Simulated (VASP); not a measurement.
Here is a VASP 6.6.1 calculation.

The input INCAR:

```
SYSTEM = Al30Si
ALGO = Normal
EDIFF = 1E-6
ENCUT = 520
GGA = PE
ISIF = 2
ISMEAR = 0
IVDW = 12
LASPH = .TRUE.
LCHARG = .TRUE.
LELF = .TRUE.
LREAL = Auto
LVHAR = .TRUE.
LWAVE = .FALSE.
NBANDS = 68
NELM = 80
PREC = Accurate
SIGMA = 0.15
```

The input KPOINTS:

```
k-points
0
G
  3 3 3
  0 0 0
```

The input POSCAR:

```
Al30Si
1.0
    8.1000000000      0.0000000000      0.0000000000
    0.0000000000      8.1000000000      0.0000000000
    0.0000000000      0.0000000000      8.1000000000
Al Si
30 1
Direct
    0.5028593827      0.0027929630      0.0032619753
    0.7499828395      0.2479140741      0.0028007407
   -0.0028937037      0.0027934568      0.0032619753
    0.2499825926      0.2513207407     -0.0006003704
    0.5001516049      0.5008724691      0.0007334568
    0.7499827160      0.7581444444      0.0083553086
    0.2499834568      0.0019229630      0.2487479012
    0.5027829630      0.2474488889      0.2478985185
    0.7499835802      0.5084932099      0.2580064198
    0.4893819753      0.0042383951      0.5040990123
    0.7499835802      0.2422081481      0.4924816049
    0.7499830864     -0.0073800000      0.7420714815
   -0.0001861728      0.5008722222      0.0007334568
    0.2499828395      0.7489798765     -0.0058793827
   -0.0028166667      0.2474480247      0.2478990123
    0.2499829630      0.4942593827      0.2488400000
    0.4896365432      0.7466901235      0.2465529630
    0.0105845679      0.0042379012      0.5040995062
    0.2499833333      0.2567211111      0.5017382716
    0.5028587654      0.5033986420      0.5026550617
    0.2499830864      0.0018767901      0.7565822222
    0.5002077778      0.2499893827      0.7498518519
    0.7499824691      0.5029400000      0.7477737037
    0.0103296296      0.7466911111      0.2465528395
   -0.0028924691      0.5033993827      0.5026553086
    0.2499832099      0.7488862963      0.5017840741
   -0.0002422222      0.2499901235      0.7498519753
    0.2499829630      0.4995381481      0.7511832099
    0.5027825926      0.7480371605      0.7473092593
   -0.0028172840      0.7480367901      0.7473093827
    0.7499844444     -0.1243180247      0.3755451852
```

Potentials or basis: VASP PAW PBE potentials, release 64 (Al, Si).

The run is started by

```console
$ cat potpaw_PBE.64/Al/POTCAR potpaw_PBE.64/Si/POTCAR > POTCAR
$ mpirun -np 1 vasp_std > vasp.out
```

(1) Estimate the pressure.

(2) Predict the dispersion energy per atom.

(3) Estimate the band gap on the k mesh.

(4) Estimate the largest force.

Answers

(1) -4.2 GPa.

(2) -0.325 eV.

(3) zero (bands 47 and 48 overlap by 0.47 eV).

(4) 0.008 eV/Å.
